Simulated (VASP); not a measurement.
# NaH (Fm-3m) in VASP: a series of runs

The runs below take NaH through single point, with PBE.

Program: VASP 6.6.1. These are calculated values, not measurements. Logs are shortened: lines on timing, memory, paths and dates and some standing lists are left out, and cuts for length are marked.

### Step 1. The cell of the first run

It takes space group Fm-3m (No. 225, cubic). Conventional cell: a = 4.830 Å, b = 4.830 Å, c = 4.830 Å, α = 90.00°, β = 90.00°, γ = 90.00°. Within 3.2 Å of Na (site symmetry m-3m) lie 6 H at 2.42 Å. Within 3.2 Å of H (site symmetry m-3m) lie 6 Na at 2.42 Å.

### Step 2. Single point, PBE

INCAR

```
SYSTEM = NaH
PREC = Accurate
ENCUT = 500
EDIFF = 1E-6
ISMEAR = 0
SIGMA = 0.02
LREAL = .FALSE.
LASPH = .TRUE.
NELM = 120
ALGO = Normal
ISIF = 2
LWAVE = .FALSE.
LCHARG = .FALSE.
GGA = PE
NBANDS = 11
GGA_COMPAT = .FALSE.
```

KPOINTS

```
regular mesh
0
G
  8 8 8
  0 0 0
```

POSCAR

```
NaH
1.0
    0.0000000000      2.4151018777      2.4151018777
    2.4151018777      0.0000000000      2.4151018777
    2.4151018777      2.4151018777      0.0000000000
Na H
1 1
Direct
    0.0000000000      0.0000000000      0.0000000000
    0.5000000000      0.5000000000      0.5000000000
```

Potentials or basis: VASP PAW PBE potentials, release 64 (Na_pv, H).

Launch:

```
cat potpaw_PBE.64/Na_pv/POTCAR potpaw_PBE.64/H/POTCAR > POTCAR
mpirun -np 1 vasp_std > vasp.out
```

OUTCAR:

```text
SYSTEM = NaH
   PREC = Accurate
   ENCUT = 500
   EDIFF = 1E-6
   ISMEAR = 0
   LREAL = .FALSE.
   LASPH = .TRUE.
   NELM = 120
   ISIF = 2
   GGA = PE

 ion  position               nearest neighbor table
   1  0.000  0.000  0.000-
   2  0.500  0.500  0.500-

  LATTYP: Found a face centered cubic cell.
 ALAT       =     4.8302037554

  Lattice vectors:

 A1 = (   0.0000000000,   2.4151018777,   2.4151018777)
 A2 = (   2.4151018777,   0.0000000000,   2.4151018777)
 A3 = (   2.4151018777,   2.4151018777,   0.0000000000)

Analysis of symmetry for initial positions (statically):
=====================================================================
 Subroutine PRICEL returns:
 Original cell was already a primitive cell.

 Routine SETGRP: Setting up the symmetry group for a
 face centered cubic supercell.

 Subroutine GETGRP returns: Found 48 space group operations
 (whereof 48 operations were pure point group operations)
 out of a pool of 48 trial point group operations.

The static configuration has the point symmetry O_h .

Analysis of symmetry for dynamics (positions and initial velocities):
=====================================================================
 Subroutine PRICEL returns:
 Original cell was already a primitive cell.

 Routine SETGRP: Setting up the symmetry group for a
 face centered cubic supercell.

 Subroutine GETGRP returns: Found 48 space group operations
 (whereof 48 operations were pure point group operations)
 out of a pool of 48 trial point group operations.

The dynamic configuration has the point symmetry O_h .

 Subroutine INISYM returns: Found 48 space group operations
 (whereof 48 operations are pure point group operations),
 and found     1 'primitive' translations

----------------------------------------------------------------------------------------

                                     Primitive cell

  volume of cell :      28.1732

  direct lattice vectors                    reciprocal lattice vectors
     0.000000000  2.415101878  2.415101878    -0.207030604  0.207030604  0.207030604
     2.415101878  0.000000000  2.415101878     0.207030604 -0.207030604  0.207030604
     2.415101878  2.415101878  0.000000000     0.207030604  0.207030604 -0.207030604

  length of vectors
     3.415469830  3.415469830  3.415469830     0.358587525  0.358587525  0.358587525

  position of ions in fractional coordinates (direct lattice)
     0.000000000  0.000000000  0.000000000
     0.500000000  0.500000000  0.500000000

  ion indices of the primitive-cell ions
   primitive index   ion index
                 1           1
                 2           2

----------------------------------------------------------------------------------------

 KPOINTS: regular mesh

Automatic generation of k-mesh.
 Grid dimensions read from file:
 generate k-points for:    8    8    8

 Generating k-lattice:

  Cartesian coordinates                     Fractional coordinates (reciprocal lattice)
    -0.025878825  0.025878825  0.025878825     0.125000000  0.000000000  0.000000000
     0.025878825 -0.025878825  0.025878825     0.000000000  0.125000000  0.000000000
     0.025878825  0.025878825 -0.025878825     0.000000000  0.000000000  0.125000000

  Length of vectors
     0.044823441  0.044823441  0.044823441

  Shift w.r.t. Gamma in fractional coordinates (k-lattice)
     0.000000000  0.000000000  0.000000000

 Subroutine IBZKPT returns following result:
 ===========================================

 Found     29 irreducible k-points:

 Following reciprocal coordinates:
            Coordinates               Weight
  0.000000  0.000000  0.000000      1.000000
  0.125000  0.000000  0.000000      8.000000
  0.250000  0.000000  0.000000      8.000000
  0.375000  0.000000  0.000000      8.000000
  0.500000  0.000000  0.000000      4.000000
  0.125000  0.125000  0.000000      6.000000
[... 16 lines left out ...]
  0.500000  0.250000  0.125000     48.000000
 -0.375000  0.250000  0.125000     24.000000
 [... further k-points ...]
   k-points           NKPTS =     29   k-points in BZ     NKDIM =     29   number of bands    NBANDS=     11
   number of dos      NEDOS =    301   number of ions     NIONS =      2
   total plane-waves  NPLWV =  21952
   dimension x,y,z NGX =    28 NGY =   28 NGZ =   28
   dimension x,y,z NGXF=    56 NGYF=   56 NGZF=   56
   ions per type =               1   1
   NGX,Y,Z   is equivalent  to a cutoff of  13.63, 13.63, 13.63 a.u.
   NGXF,Y,Z  is equivalent  to a cutoff of  27.26, 27.26, 27.26 a.u.
 SYSTEM =  NaH
   PREC   = accura    normal or accurate (medium, high low for compatibility)
   ISTART =      0    job   : 0-new  1-cont  2-samecut
   ICHARG =      2    charge: 1-file 2-atom 10-const
   ISPIN  =      1    spin polarized calculation?
   LNONCOLLINEAR =      F non collinear calculations
   LSORBIT =      F    spin-orbit coupling
   LASPH  =      T    aspherical Exc in radial PAW
   ENCUT  =  500.0 eV  36.75 Ry    6.06 a.u.   6.23  6.23  6.23*2*pi/ulx,y,z
   NELM   =    120;   NELMIN=  2; NELMDL= -5     # of ELM steps
   EDIFF  = 0.1E-05   stopping-criterion for ELM
   LREAL  =      F    real-space projection
   EDIFFG = 0.1E-04   stopping-criterion for IOM
   NSW    =      0    number of steps for IOM
   IBRION =     -1    ionic relax: 0-MD 1-quasi-New 2-CG
   NFREE  =      0    steps in history (QN), initial steepest desc. (CG)
   ISIF   =      2    stress and relaxation
   ISYM   =      2    0-nonsym 1-usesym 2-fastsym
   POTIM  = 0.5000    time-step for ionic-motion
   TEBEG  =    0.0;   TEEND  =   0.0 temperature during run
   PSTRESS=    0.0 pullay stress
   NELECT =       8.0000    total number of electrons
   NUPDOWN=      -1.0000    fix difference up-down
   EMIN   =  10.00;   EMAX   =-10.00  energy-range for DOS
   EFERMI =   0.00;   METHOD = LEGACY
   ISMEAR =     0;   SIGMA  =   0.02  broadening in eV -4-tet -1-fermi 0-gaus
   EFERMI_NEDOS =   21; number of points for ismear=-14 and -15
   IALGO  =     38    algorithm
   IMIX   =      4    mixing-type and parameters
     AMIX     =   0.40;   BMIX     =  1.00
     AMIX_MAG =   1.60;   BMIX_MAG =  1.00
  volume/ion in A,a.u.               =      14.09        95.06
  Fermi-wavevector in a.u.,A,eV,Ry     =   1.076034  2.033410 15.753498  1.157849
  Thomas-Fermi vector in A             =   2.211907
   LORBIT       =      0    0 simple, 1 ext, 2 COOP (PROOUT), +10 PAW based schemes
   GGA     = PE    functional components
   LHFCALC =     F    Hartree Fock is set to
   AEXX    =    0.0000 exact exchange contribution
   IVDW    =     0    specifies the selected vdW correction
   LEPSILON=     F    determine dielectric tensor
   LRPA    =     F    only Hartree local field effects (RPA)
 non-spin polarized calculation
 Gauss-broadening in eV      SIGMA  =   0.02
  energy-cutoff  :      500.00
  volume of cell :       28.17
 maximum number of plane-waves:       725
 NGX is ok and might be reduce to    28
   NGX = 13   NGY = 13   NGZ = 13

 number of electron       7.9999998 magnetization

 Free energy of the ion-electron system (eV)
  ---------------------------------------------------
  ext. energy  EPLUGINS =         0.00000000
  ---------------------------------------------------
  free energy    TOTEN  =        -5.08741087 eV

  energy without entropy =       -5.08741087  energy(sigma->0) =       -5.08741087

 E-fermi :  -0.9463     XC(G=0):  -7.7750

 val. band max:       -1.1092325821   @ k =  -0.2500   0.5000   0.2500
 cond. band min:       2.6533506271   @ k =   0.5000   0.0000   0.0000
 fundamental gap:      3.7625832092
 Fermi energy:        -0.9463294307

 k-point     1 :       0.0000    0.0000    0.0000
  band No.  band energies     occupation
      1     -23.2089      2.00000
      2     -23.2089      2.00000
      3     -23.2089      2.00000
      4      -4.7309      2.00000
      5       9.3215      0.00000
      6      14.5034      0.00000
      7      14.5034      0.00000
      8      14.5034      0.00000
      9      15.3653      0.00000
     10      15.3653      0.00000
     11      15.3653      0.00000

 k-point     2 :       0.1250    0.0000    0.0000
  band No.  band energies     occupation
      1     -23.2229      2.00000
      2     -23.2106      2.00000
      3     -23.2106      2.00000
      4      -4.4622      2.00000
      5       8.4393      0.00000
      6      11.8910      0.00000
      7      13.6911      0.00000
      8      13.6911      0.00000
      9      16.3564      0.00000
     10      16.3564      0.00000
     11      16.5001      0.00000

 k-point     3 :       0.2500    0.0000    0.0000
  band No.  band energies     occupation
      1     -23.2563      2.00000
      2     -23.2146      2.00000
      3     -23.2146      2.00000
      4      -3.6990      2.00000
      5       6.1220      0.00000
      6      10.4257      0.00000
      7      12.9034      0.00000
      8      12.9034      0.00000
      9      16.3382      0.00000
     10      16.3382      0.00000
     11      17.7035      0.00000

 k-point     4 :       0.3750    0.0000    0.0000
  band No.  band energies     occupation
      1     -23.2893      2.00000
      2     -23.2186      2.00000
      3     -23.2186      2.00000
      4      -2.6298      2.00000
      5       3.7712      0.00000
      6       9.8454      0.00000
      7      12.4366      0.00000
      8      12.4366      0.00000
      9      15.5724      0.00000
     10      15.5724      0.00000
     11      17.9596      0.00000
[... 239 lines left out ...]
 k-point    22 :       0.3750    0.2500    0.1250
  band No.  band energies     occupation
      1     -23.2639      2.00000
      2     -23.2309      2.00000
      3     -23.2200      2.00000
      4      -3.0838      2.00000
      5       5.7614      0.00000
      6       8.1321      0.00000
      7      11.1481      0.00000
      8      14.0099      0.00000
      9      14.3286      0.00000
     10      16.9074      0.00000
     11      19.5347      0.00000

 k-point    23 :       0.5000    0.2500    0.1250
  band No.  band energies     occupation
      1     -23.2812      2.00000
      2     -23.2406      2.00000
      3     -23.2250      2.00000
      4      -2.1401      2.00000
      5       4.2848      0.00000
      6       6.9756      0.00000
      7      10.2740      0.00000
      8      13.8893      0.00000
      9      15.1914      0.00000
     10      17.1925      0.00000
     11      19.3358      0.00000

 k-point    24 :      -0.3750    0.2500    0.1250
  band No.  band energies     occupation
      1     -23.2886      2.00000
      2     -23.2436      2.00000
      3     -23.2278      2.00000
      4      -1.5922      2.00000
      5       3.4379      0.00000
      6       6.7157      0.00000
      7       9.9169      0.00000
      8      13.8255      0.00000
      9      15.0523      0.00000
     10      18.2752      0.00000
     11      20.3785      0.00000

 [... further k-points ...]
[... 5 lines left out ...]
  --------------------------------------------------------------------------------------
  -------------------------------------------------------------------------------------
  Total       -0.0074350     -0.0074350     -0.0074350     -0.0000000      0.0000000      0.0000000
  in kB       -0.4228172     -0.4228172     -0.4228172     -0.0000000      0.0000000      0.0000000
  external PRESSURE =      -0.4228172 kB  Pullay stress =       0.0000000 kB

 VOLUME and BASIS-vectors are now :
 -----------------------------------------------------------------------------
  energy-cutoff  :      500.00
  volume of cell :       28.17
      direct lattice vectors                 reciprocal lattice vectors
     0.000000000  2.415101878  2.415101878    -0.207030604  0.207030604  0.207030604
     2.415101878  0.000000000  2.415101878     0.207030604 -0.207030604  0.207030604
     2.415101878  2.415101878  0.000000000     0.207030604  0.207030604 -0.207030604

 POSITION                                       TOTAL-FORCE (eV/Angst)
 -----------------------------------------------------------------------------------
      0.00000      0.00000      0.00000        -0.000000      0.000000      0.000000
      2.41510      2.41510      2.41510         0.000000      0.000000     -0.000000
 -----------------------------------------------------------------------------------
    total drift:                               -0.000000     -0.000000     -0.000000

  FREE ENERGIE OF THE ION-ELECTRON SYSTEM (eV)
  ---------------------------------------------------
  free  energy   TOTEN  =        -5.0874108687 eV

  energy  without entropy=       -5.0874108687  energy(sigma->0) =       -5.08741087
```

Run time: 12 s. Hardware: 1 thread of Intel Xeon 8259CL, shared host; peak memory 0.15 GiB.

What came out:

```
Free energy            : -5.0874 eV
Pressure               : 0.0 GPa
Band gap on the k mesh : 3.76 eV, indirect (least direct gap 4.62 eV)
```

Levels at points of the mesh, in eV from the valence-band top:
```
           k point  band 1  band 2  band 3  band 4  band 5  band 6  band 7  band 8
(0.00, 0.00, 0.00)  -22.10  -22.10  -22.10   -3.62   10.43   15.61   15.61   15.61
(0.50, 0.00, 0.00)  -22.19  -22.11  -22.11   -0.86    3.76   10.79   13.39   13.39
(0.50, 0.50, 0.00)  -22.18  -22.13  -22.13   -0.18    4.64   10.04   10.68   10.68
```

A k mesh can miss the band edges.

### Step 3. Single point, PBE

INCAR

```
ALGO = Normal
EDIFF = 1E-6
ENCUT = 500
GGA = PE
GGA_COMPAT = F
ISIF = 2
ISMEAR = 0
LASPH = T
LCHARG = F
LREAL = F
LWAVE = F
NBANDS = 11
NELM = 120
PREC = Accurate
SIGMA = 0.02
```

KPOINTS

```
k-points
0
Gamma
  8 8 8
```

POSCAR is that of step 2.

Potentials or basis: VASP PAW PBE potentials, release 64 (Na_pv, H).

Launch:

```
cat potpaw_PBE.64/Na_pv/POTCAR potpaw_PBE.64/H/POTCAR > POTCAR
mpirun -np 1 vasp_std > vasp.out
```

It took 15 s on 1 thread of Intel Xeon 8259CL, shared host; peak memory 0.15 GiB.

The run converged. Its results:

| Property | Result |
| --- | --- |
| Free energy | -5.0874 eV |
| Pressure | 0.0 GPa |
| Band gap on the k mesh | 3.76 eV, indirect (least direct gap 4.62 eV) |

Levels at points of the mesh, in eV from the valence-band top:
```
           k point  band 1  band 2  band 3  band 4  band 5  band 6  band 7  band 8  band 9
(0.00, 0.00, 0.00)  -22.10  -22.10  -22.10   -3.62   10.43   15.61   15.61   15.61   16.47
(0.50, 0.00, 0.00)  -22.19  -22.11  -22.11   -0.86    3.76   10.79   13.39   13.39   16.39
(0.50, 0.50, 0.00)  -22.18  -22.13  -22.13   -0.18    4.64   10.04   10.68   10.68   11.78
```

### Step 4. Single point, PBE (volume scaled by 1.03)

INCAR

```
  PREC = Accurate
  ENCUT = 500
  EDIFF = 1E-6
  ISMEAR = 0
  SIGMA = 0.02
  LREAL = F
  LASPH = T
  NELM = 120
  ALGO = Normal
  ISIF = 2
  LWAVE = F
  LCHARG = F
  GGA = PE
  NBANDS = 11
  GGA_COMPAT = F
```

KPOINTS

```
Automatic mesh
0
Gamma
  8 8 8
```

POSCAR

```
NaH
1.0
    0.0000000000      2.4390153327      2.4390153327
    2.4390153327      0.0000000000      2.4390153327
    2.4390153327      2.4390153327      0.0000000000
Na H
1 1
Direct
    0.0000000000      0.0000000000      0.0000000000
    0.5000000000      0.5000000000      0.5000000000
```

Potentials or basis: VASP PAW PBE potentials, release 64 (Na_pv, H).

Launch:

```
cat potpaw_PBE.64/Na_pv/POTCAR potpaw_PBE.64/H/POTCAR > POTCAR
mpirun -np 1 vasp_std > vasp.out
```

OUTCAR:

```text
PREC = Accurate
   ENCUT = 500
   EDIFF = 1E-6
   ISMEAR = 0
   LREAL = F
   LASPH = T
   NELM = 120
   ISIF = 2
   GGA = PE

 ion  position               nearest neighbor table
   1  0.000  0.000  0.000-
   2  0.500  0.500  0.500-

  LATTYP: Found a face centered cubic cell.
 ALAT       =     4.8780306654

  Lattice vectors:

 A1 = (   0.0000000000,   2.4390153327,   2.4390153327)
 A2 = (   2.4390153327,   0.0000000000,   2.4390153327)
 A3 = (   2.4390153327,   2.4390153327,   0.0000000000)

[... 509 lines left out ...]
      4      -1.6757      2.00000
      5       3.2826      0.00000
      6       6.5097      0.00000
      7       9.6316      0.00000
      8      13.4499      0.00000
      9      14.6875      0.00000
     10      17.8481      0.00000
     11      19.9136      0.00000

 [... further k-points ...]
[... 5 lines left out ...]
  --------------------------------------------------------------------------------------
  -------------------------------------------------------------------------------------
  Total       -0.1266557     -0.1266557     -0.1266557      0.0000000     -0.0000000     -0.0000000
  in kB       -6.9929713     -6.9929713     -6.9929713      0.0000000     -0.0000000     -0.0000000
  external PRESSURE =      -6.9929713 kB  Pullay stress =       0.0000000 kB

 VOLUME and BASIS-vectors are now :
 -----------------------------------------------------------------------------
  energy-cutoff  :      500.00
  volume of cell :       29.02
      direct lattice vectors                 reciprocal lattice vectors
     0.000000000  2.439015333  2.439015333    -0.205000761  0.205000761  0.205000761
     2.439015333  0.000000000  2.439015333     0.205000761 -0.205000761  0.205000761
     2.439015333  2.439015333  0.000000000     0.205000761  0.205000761 -0.205000761

 POSITION                                       TOTAL-FORCE (eV/Angst)
 -----------------------------------------------------------------------------------
      0.00000      0.00000      0.00000         0.000000      0.000000      0.000000
      2.43902      2.43902      2.43902        -0.000000     -0.000000     -0.000000
 -----------------------------------------------------------------------------------
    total drift:                               -0.000000     -0.000000      0.000000

  FREE ENERGIE OF THE ION-ELECTRON SYSTEM (eV)
  ---------------------------------------------------
  free  energy   TOTEN  =        -5.0859627131 eV

  energy  without entropy=       -5.0859627131  energy(sigma->0) =       -5.08596271
```

OSZICAR:

```text
N       E                     dE             d eps       ncg     rms          rms(c)
DAV:   1     0.342710694080E+02    0.34271E+02   -0.43845E+03   644   0.698E+02
DAV:   2    -0.419374056223E+01   -0.38465E+02   -0.37467E+02   668   0.182E+02
DAV:   3    -0.550226432777E+01   -0.13085E+01   -0.13063E+01   779   0.325E+01
DAV:   4    -0.551097317038E+01   -0.87088E-02   -0.87080E-02   771   0.269E+00
DAV:   5    -0.551104374905E+01   -0.70579E-04   -0.70578E-04   719   0.249E-01    0.317E+00
DAV:   6    -0.517163688708E+01    0.33941E+00   -0.33230E-01   733   0.272E+00    0.146E+00
DAV:   7    -0.508112744801E+01    0.90509E-01   -0.32350E-01   722   0.210E+00    0.356E-01
DAV:   8    -0.508606653633E+01   -0.49391E-02   -0.10316E-02   713   0.939E-01    0.701E-02
DAV:   9    -0.508597296978E+01    0.93567E-04   -0.12197E-03   745   0.359E-01    0.232E-02
DAV:  10    -0.508595952803E+01    0.13442E-04   -0.65889E-05   749   0.504E-02    0.443E-03
DAV:  11    -0.508596297032E+01   -0.34423E-05   -0.63280E-06   701   0.111E-02    0.315E-03
DAV:  12    -0.508596271311E+01    0.25721E-06   -0.22321E-07   436   0.323E-03
   1 F= -.50859627E+01 E0= -.50859627E+01  d E =-.617491E-19
```

stdout:

```text
POSCAR found type information on POSCAR NaH
 POSCAR found :  2 types and       2 ions
 scaLAPACK will be used
 LDA part: xc-table for (Slater+PW92), standard interpolation
 POSCAR, INCAR and KPOINTS ok, starting setup
 FFT: planning ... GRIDC
 FFT: planning ... GRID_SOFT
 FFT: planning ... GRID
 WAVECAR not read
 entering main loop
```

It took 14 s on 1 thread of Intel Xeon 8259CL, shared host; peak memory 0.15 GiB.

What came out:

* Free energy: -5.0860 eV
* Pressure: -0.7 GPa
* Band gap on the k mesh: 3.71 eV, indirect (least direct gap 4.56 eV)
